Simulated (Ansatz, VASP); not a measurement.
**One calculation of C, two programs**

INCAR

```
ALGO = Normal
EDIFF = 1E-6
ENCUT = 520
GGA = PE
ISIF = 2
ISMEAR = 0
IVDW = 12
LASPH = T
LCHARG = F
LREAL = F
LWAVE = F
NBANDS = 11
NELM = 60
PREC = Accurate
SIGMA = 0.05
```

Contents of KPOINTS:

```
k-points
0
Gamma
  15 15 15
```

Contents of POSCAR:

```
C
1.0
    1.2324809262      0.7115731945      3.3609366220
   -1.2324809262      0.7115731945      3.3609366220
    0.0000000000     -1.4231463891      3.3609366220
C
2
Direct
    0.1748199483      0.1748199483      0.1642799222
    0.8251800517      0.8251800517      0.8357200778
```

Input for Ansatz:

```yaml
crystal:
  lattice:
    - [1.2324809262, 0.7115731945, 3.360936622]
    - [-1.2324809262, 0.7115731945, 3.360936622]
    - [0.0, -1.4231463891, 3.360936622]
  atoms:
    - { symbol: C, position: [0.1748199483, 0.1748199483, 0.1642799222] }
    - { symbol: C, position: [0.8251800517, 0.8251800517, 0.8357200778] }
basis:
  ecutwfc: 520.0
kpoints:
  mp_grid: { grid: [15, 15, 15] }
hamiltonian:
  xc: pbe
  pseudopotentials: { kind: paw, azcp: { folder: soft_1 } }
  dispersion: d3bj
scf:
  occupations: { method: gaussian, width: 0.05 }
output:
  forces: true
  stress: true
  eigenvalues: true
```

Change from the starting cell: mode 4 frozen in at +0.048 Å and mode 6 at +0.015 Å (largest displacements).

Alike in both runs: task single point; functional PBE; dispersion D3(BJ); k mesh 15 × 15 × 15; occupations gaussian, width 0.05 eV; no spin polarisation.

|  | VASP | Ansatz |
| --- | --- | --- |
| version | VASP 6.6.1 | Ansatz 0.2.0 |
| potentials or method | VASP PAW PBE potentials, release 64 (C), cutoff 520 eV | scalar-relativistic, plane waves, PAW |
| valence electrons in the cell | 8 | 8 |

|  | VASP | Ansatz | Ansatz less VASP |
| --- | --- | --- | --- |
| gap on the k mesh at the Fermi level (eV) | 0.20 | 0.20 | -0.001 |
| least direct gap on the mesh (eV) | 0.20 | 0.20 | -0.001 |
| pressure (GPa) | 0.4 | -0.1 | -0.44 |
| traceless stress, the component that is largest in VASP (GPa) | 3.67 | 3.34 | -0.325 |
| rms of the force components (eV/Å) | 1.261 | 1.262 | +0.0011 |

Atom by atom the forces differ by 0.004 eV/Å (rms over components).
